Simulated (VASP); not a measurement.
# B: relaxation of cell and atoms with PBE

Crystal: B.

```
CELL_PARAMETERS angstrom
1.57303 -2.57094 0.00000
1.57303 2.57094 0.00000
0.00000 0.00000 5.88855
ATOMIC_POSITIONS crystal
B 0.50000 0.50000 0.75000
B 0.50000 0.50000 0.25000
B 0.33266 0.17028 0.50000
B 0.66734 0.82972 0.50000
B 0.17028 0.33266 0.00000
B 0.82972 0.66734 0.00000
```

The cell was generated, and may not be a known phase.

```yaml
Program: VASP 6.6.1
Task: relaxation of cell and atoms
Functional: PBE
Potentials_or_basis: VASP PAW PBE potentials, release 64 (B)
Cutoff: 600 eV
k_mesh: 14 × 14 × 6
Occupations: gaussian, width 0.1 eV
Spin: no spin polarisation
Dipole_correction: no
Further_INCAR_settings: ALGO = Normal; EDIFF = 1e-07; IBRION = 2; EDIFFG = -0.01; NSW = 100; ISIF = 3
```

```
Relaxed volume                        : 7.91 Å³/atom
Relaxed cell                          : a = 3.017 Å, b = 3.017 Å, c = 5.908 Å, α = 90.00°, β = 90.00°, γ = 118.02°
Space group after relaxing (to 0.1 Å) : Cccm (No. 66)
Energy gained by relaxing             : 1.2 meV/atom
Ionic steps                           : 7
Pressure after relaxing               : 0.2 GPa
Largest force after relaxing          : 0.008 eV/Å
Band gap on the k mesh                : zero (bands 9 and 10 overlap by 3.97 eV)
```

Forces in eV/Å, atoms in the order of the input:
```
B    0.000  0.000  0.000
B    0.000  0.000  0.000
B    0.007 -0.003  0.000
B   -0.007  0.003  0.000
B    0.007  0.003  0.000
B   -0.007 -0.003  0.000
```

The path:
| step | energy change (eV) | largest force (eV/Å) | pressure (GPa) | volume (Å³) |
| --- | --- | --- | --- | --- |
| 1 | 0.0000 | 0.1022 | -0.21 | 47.63 |
| 2 | -0.0044 | 0.1559 | -0.05 | 47.56 |
| 3 | -0.0046 | 0.1169 | -0.07 | 47.57 |
| 4 | -0.0066 | 0.0434 | -0.06 | 47.52 |
| 5 | -0.0069 | 0.0173 | -0.05 | 47.50 |
| 6 | -0.0071 | 0.0057 | 0.25 | 47.47 |
| 7 | -0.0072 | 0.0081 | 0.15 | 47.48 |

Final structure:
```xyz
6
Lattice="1.5536 -2.5867 0.0000 1.5536 2.5867 0.0000 0.0000 0.0000 5.9075" Properties=species:S:1:pos:R:3 pbc="T T T"
B     1.5536    0.0000    4.4306
B     1.5536    0.0000    1.4769
B     0.7822   -0.4239    2.9538
B     2.3250    0.4239    2.9538
B     0.7822    0.4239    0.0000
B     2.3250   -0.4239    0.0000
```

Levels at points of the mesh, in eV from the Fermi level:
```
           k point  band 6  band 7  band 8  band 9  band 10  band 11  band 12  band 13
(0.00, 0.00, 0.00)   -1.11    0.87    1.07    1.15     1.38     1.95     3.56     4.00
(0.50, 0.00, 0.00)   -4.92   -2.59   -2.29   -2.28     1.12     2.81     4.96     5.44
(0.50, 0.50, 0.00)   -3.35   -3.00   -2.58   -2.19    -0.70    -0.53     5.07     6.10
(0.00, 0.00, 0.50)   -1.11    1.00    1.00    1.14     1.14     2.74     2.74     8.12
(0.50, 0.00, 0.50)   -4.12   -2.70   -2.28   -2.14    -0.16     1.14     4.25     5.43
(0.50, 0.50, 0.50)   -4.89   -2.55   -2.55   -1.52    -1.52     1.37     1.37     7.40
```

Wall time 9.5 min on 1 thread of Intel Xeon 8259CL, with other jobs on the host, peak memory 0.26 GiB.
